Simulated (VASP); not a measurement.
Al3SiNO:

```
CELL_PARAMETERS angstrom
4.80972 0.00000 0.00000
0.00000 3.92093 0.00000
-2.35120 0.00000 4.31638
ATOMIC_POSITIONS crystal
Al 0.32627 0.00000 0.65177
Al 0.67373 0.00000 0.34823
Al 0.50000 0.50000 0.50000
Si 0.50000 0.50000 0.00000
N 0.00000 0.00000 0.00000
O 0.00000 0.50000 0.50000
```

```yaml
Program: VASP 6.6.1
Task: relaxation of cell and atoms
Functional: PBE
Potentials_or_basis: VASP PAW PBE potentials, release 64 (Al, Si, N, O)
Cutoff: 600 eV
k_mesh: 4 × 4 × 4
Occupations: gaussian, width 0.1 eV
Spin: collinear spin, ferromagnetic start
Starting_moments: "[0.0, 0.0, 0.0, 0.0, 1.0, 1.0] μB"
```

At the start: pressure 7.2 GPa; volume 13.57 Å³/atom.

Q: Where does the relaxation end?

A: Over 29 steps the energy falls by 1067.6 meV/atom and the volume is 14.46 Å³/atom (+6.5 %); space group P2/m (No. 10, to 0.05 Å); moment 0.00 μB per cell.

The path:
| step | energy change (eV) | largest force (eV/Å) | pressure (GPa) | volume (Å³) |
| --- | --- | --- | --- | --- |
| 1 | 0.0000 | 1.6818 | 7.23 | 81.40 |
| 2 | -0.9354 | 0.6111 | -3.99 | 88.48 |
| 3 | -1.0338 | 0.8951 | -6.48 | 90.92 |
| 4 | -0.9784 | 1.7704 | -9.18 | 95.69 |
| 5 | -1.0520 | 1.1536 | -7.72 | 92.56 |
| 6 | -1.8699 | 1.9762 | -2.60 | 85.97 |
| 7 | -2.0450 | 2.5243 | 4.39 | 81.49 |
| 8 | -2.4461 | 1.7547 | 6.71 | 80.75 |
| 9 | -2.4681 | 2.1740 | 8.32 | 80.42 |
| 10 | -2.8682 | 1.9617 | 7.03 | 81.57 |
| 11 | -3.4129 | 1.4618 | 9.44 | 84.32 |
| 12 | -4.0002 | 0.3611 | 3.12 | 87.75 |
| 13 | -4.4392 | 0.8390 | -3.86 | 93.31 |
| 14 | -4.4855 | 1.0734 | -5.91 | 95.50 |
| 15 | -4.7533 | 0.8994 | -4.00 | 93.45 |
| 16 | -5.0522 | 0.6131 | 1.08 | 89.31 |
| 17 | -5.0659 | 0.5795 | 3.56 | 87.73 |
| 18 | -5.3013 | 0.5004 | 2.19 | 87.72 |
| 19 | -5.7992 | 0.7402 | 0.98 | 86.67 |
| 20 | -5.2144 | 0.7448 | 11.77 | 80.56 |
| 21 | -5.9410 | 0.5037 | 2.48 | 85.36 |
| 22 | -6.2224 | 0.2454 | -2.09 | 87.82 |
| 23 | -6.2313 | 0.3968 | -2.73 | 88.24 |
| 24 | -6.3567 | 0.7600 | 0.79 | 86.10 |
| 25 | -6.3619 | 0.8671 | 1.70 | 85.60 |
| 26 | -6.4042 | 0.1295 | -0.06 | 86.66 |
| 27 | -6.4050 | 0.0198 | 0.15 | 86.53 |
| 28 | -6.4049 | 0.0338 | 0.11 | 86.55 |
| 29 | -6.4059 | 0.0181 | -0.17 | 86.73 |

Final structure:
```cif
data_structure
_symmetry_space_group_name_H-M 'P 1'
_symmetry_Int_Tables_number 1
_cell_length_a 3.3653
_cell_length_b 4.9652
_cell_length_c 5.1907
_cell_angle_alpha 90.000
_cell_angle_beta 89.817
_cell_angle_gamma 90.000
_cell_volume 86.73
loop_
_atom_site_label
_atom_site_type_symbol
_atom_site_fract_x
_atom_site_fract_y
_atom_site_fract_z
_atom_site_occupancy
Al1 Al 0.46442 0.00000 0.76451 1
Al2 Al 0.53558 0.00000 0.23549 1
Al3 Al 0.50000 0.50000 0.50000 1
Si1 Si 0.50000 0.50000 0.00000 1
N1 N 0.00000 0.00000 0.00000 1
O1 O 0.00000 0.50000 0.50000 1
```

Caveat: the k points lie up to 0.47 Å⁻¹ apart in the final cell.
